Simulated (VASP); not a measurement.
ZnS: single point with PBE-based global hybrid with 10 % exact exchange

ZnS:

```
Zn S
1.0
     0.00000    2.70200    2.70200
     2.70200    0.00000    2.70200
     2.70200    2.70200    0.00000
Zn S
1 1
Direct
  0.75000 0.75000 0.75000
  0.00000 0.00000 0.00000
```

```yaml
Program: VASP 6.6.1
Task: single point
Functional: PBE-based global hybrid with 10 % exact exchange
Potentials_or_basis: VASP PAW PBE potentials, release 64 (Zn, S)
Cutoff: 520 eV
k_mesh: 5 × 5 × 5
Occupations: fermi-dirac, width 0.05 eV
Spin: no spin polarisation
```

* Pressure: 1.3 GPa
* Band gap on the k mesh: 2.87 eV

Levels at points of the mesh, in eV from the valence-band top:
```tsv
k point	band 7	band 8	band 9	band 10	band 11	band 12
(0.00, 0.00, 0.00)	0.00	0.00	0.00	2.87	7.20	7.20
```

Wall time 13 min on 1 thread of AMD EPYC 7R43 64-Core Processor (Zen 3), on a shared host, peak memory 0.13 GiB.

Caveat: the PAW data sets were made with another functional, which shifts forces and pressure a little.
